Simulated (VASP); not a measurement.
Wanted: the native input for a VASP 6.6.1 run.

```yaml
Task: single point
Functional: LDA
Potentials_or_basis: VASP PAW LDA potentials, release 64 (B, W_sv)
Cutoff: 520 eV
k_mesh: 14 × 14 × 12
Occupations: fermi-dirac, width 0.05 eV
Spin: no spin polarisation
Dipole_correction: no
Further_INCAR_settings: ALGO = Normal; EDIFF = 1e-06; NBANDS = 17
```

The structure of B2W lies in POSCAR:

```
B2W
1.0
    3.0804014489      0.0000000000      0.0000000000
   -1.5402007245      2.6677059086      0.0000000000
    0.0000000000      0.0000000000      3.0500000000
B W
2 1
Direct
    0.3333333333      0.6666666667      0.5000000000
    0.6666666667      0.3333333333      0.5000000000
    0.0000000000      0.0000000000      0.0000000000
```

This cell differs from its parent crystal: equal xx and yy strain of +2 %.

One way to write it, as run:

INCAR

```
SYSTEM = B2W
PREC = Accurate ; ENCUT = 520
EDIFF = 1E-6 ; ISMEAR = -1
SIGMA = 0.05 ; LREAL = .False.
LASPH = .True. ; NELM = 80
ALGO = Normal ; ISIF = 2
LWAVE = .False. ; LCHARG = .False.
NBANDS = 17
```

KPOINTS

```
regular mesh
0
Gamma
  14 14 12
  0 0 0
```

Potentials or basis: VASP PAW LDA potentials, release 64 (B, W_sv).

Run with:

```bash
$ cat potpaw_LDA.64/B/POTCAR potpaw_LDA.64/W_sv/POTCAR > POTCAR
$ mpirun -np 1 vasp_std > vasp.out
```

Results of the run:

* Pressure: 7.6 GPa
* Band gap on the k mesh: zero (band 10 reaches 15.14 eV, above the bottom of band 11 at 10.47 eV)

Caveat: the cell differs from its parent crystal (equal xx and yy strain of +2 %); spin-orbit coupling is left out, which moves the levels of the heavy elements.

Run time: 33 s on 1 thread of Intel(R) Xeon(R) 6975P-C (Granite Rapids), with other jobs on the host, peak memory 0.18 GiB.
